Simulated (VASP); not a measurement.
NiO, 2 atoms in the cell. Symmetry: Fm-3m, No. 225, cubic system. The conventional cell has a = 4.183 Å, b = 4.183 Å, c = 4.183 Å, α = 90.00°, β = 90.00°, γ = 90.00°. Ni (site symmetry m-3m) has 6 O at 2.09 Å within 2.8 Å. O (site symmetry m-3m) has 6 Ni at 2.09 Å within 2.8 Å. 

| Property | Result |
| --- | --- |
| Program | VASP 6.6.1 |
| Task | single point |
| Functional | PBEsol |
| Potentials or basis | VASP PAW PBE potentials, release 64 (Ni, O) |
| Cutoff | 520 eV |
| k mesh | 8 × 8 × 8 |
| Occupations | gaussian, width 0.05 eV |
| Spin | collinear spin, ferromagnetic start |
| Starting moments | [2.0, 0.0] μB |
| Hubbard terms | Ni d U = 3.0 eV, J = 0.7 eV |
| Dipole correction | no |
| LDAUTYPE | 1 |
| Hund's J | 0.7 |
| Further INCAR settings | ALGO = Normal; EDIFF = 1e-06; NBANDS = 19 |

Potentials or basis: VASP PAW PBE potentials, release 64 (Ni, O).

The run is started by

```console
$ cat potpaw_PBE.64/Ni/POTCAR potpaw_PBE.64/O/POTCAR > POTCAR
$ mpirun -np 1 vasp_std > vasp.out
```

Hardware: 1 thread of Intel Xeon 6975P-C, with other jobs on the host.

Estimate the wall time of this run.

Wall time 18 s on 1 thread of Intel Xeon 6975P-C (shared host), peak memory 0.16 GiB. Counts: scf iterations 16, k points 29.
